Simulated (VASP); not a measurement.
The system is Mo.

```
Mo
1.0
    -1.58381    1.58381    1.58381
     1.58381   -1.58381    1.58381
     1.58381    1.58381   -1.58381
Mo
1
Cartesian
  0.0000 0.0000 0.0000
```

```yaml
Program: VASP 6.6.1
Task: relaxation of cell and atoms
Functional: PBEsol
Potentials_or_basis: VASP PAW PBE potentials, release 64 (Mo_sv)
Cutoff: 600 eV
k_mesh: 8 × 8 × 8
Occupations: gaussian, width 0.1 eV
Spin: no spin polarisation
```

At the start: pressure -8.4 GPa; volume 15.89 Å³/atom.

Question: Where does the relaxation end?

Answer: Over 3 steps the energy falls by 13.7 meV/atom and the volume is 15.40 Å³/atom (-3.1 %); space group Im-3m (No. 229, to 0.05 Å).

The path:
```csv
step,energy change (eV),largest force (eV/Å),pressure (GPa),volume (Å³)
1,0.0000,0.0000,-8.38,15.89
2,0.1003,0.0000,29.56,14.05
3,-0.0137,0.0000,-0.34,15.40
```

Final structure:
```yaml
crystal:
  lattice:
    - [-1.56737, 1.56737, 1.56737]
    - [1.56737, -1.56737, 1.56737]
    - [1.56737, 1.56737, -1.56737]
  atoms:
    - { symbol: Mo, position: [0.00000, 0.00000, 0.00000] }
```

Caveat: the PAW data sets were made with another functional, which shifts forces and pressure a little.
